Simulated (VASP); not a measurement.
Na2B3:

```
Na B
1.0
     2.99027    0.00000    0.00000
    -1.49513    2.58965    0.00000
     0.00000    0.00000    8.62785
Na B
2 3
Cartesian
  1.4951 0.8632 6.9766
  0.0000 1.7264 1.6512
  0.0000 1.7264 4.7728
  1.4951 0.8632 3.8551
  0.0000 0.0000 4.3139
```

* Program: VASP 6.6.1
* Task: relaxation of cell and atoms
* Functional: PBE
* Potentials or basis: VASP PAW PBE potentials, release 64 (Na_pv, B)
* Cutoff: 600 eV
* k mesh: 12 × 12 × 6
* Occupations: gaussian, width 0.1 eV
* Spin: no spin polarisation

At the start: pressure 0.0 GPa; volume 13.36 Å³/atom.

Task: How do energy, volume and symmetry change on relaxing?

Result: Over 13 steps the energy falls by 4.3 meV/atom and the volume is 13.40 Å³/atom (+0.3 %); space group P-3m1 (No. 164, to 0.05 Å).

Step by step:
| step | energy change (eV) | largest force (eV/Å) | pressure (GPa) | volume (Å³) |
| --- | --- | --- | --- | --- |
| 1 | 0.0000 | 0.4276 | 0.05 | 66.81 |
| 2 | -0.0157 | 0.2261 | -0.10 | 66.85 |
| 3 | -0.0193 | 0.0721 | -0.17 | 66.87 |
| 4 | -0.0196 | 0.0703 | -0.18 | 66.88 |
| 5 | -0.0203 | 0.0542 | -0.02 | 66.72 |
| 6 | -0.0208 | 0.0254 | 0.27 | 66.43 |
| 7 | -0.0211 | 0.0152 | 0.00 | 66.63 |
| 8 | -0.0211 | 0.0177 | 0.00 | 66.63 |
| 9 | -0.0214 | 0.0119 | 0.01 | 66.71 |
| 10 | -0.0217 | 0.0128 | 0.02 | 66.92 |
| 11 | -0.0217 | 0.0137 | 0.01 | 66.96 |
| 12 | -0.0217 | 0.0113 | -0.06 | 67.00 |
| 13 | -0.0217 | 0.0009 | 0.01 | 66.98 |

Final structure:
```yaml
crystal:
  lattice:
    - [2.98664, 0.00000, 0.00000]
    - [-1.49332, 2.58650, 0.00000]
    - [0.00000, 0.00000, 8.67118]
  atoms:
    - { symbol: Na, position: [0.66667, 0.33333, 0.80424] }
    - { symbol: Na, position: [0.33333, 0.66667, 0.19576] }
    - { symbol: B, position: [0.33333, 0.66667, 0.55720] }
    - { symbol: B, position: [0.66667, 0.33333, 0.44280] }
    - { symbol: B, position: [0.00000, 0.00000, 0.50000] }
```
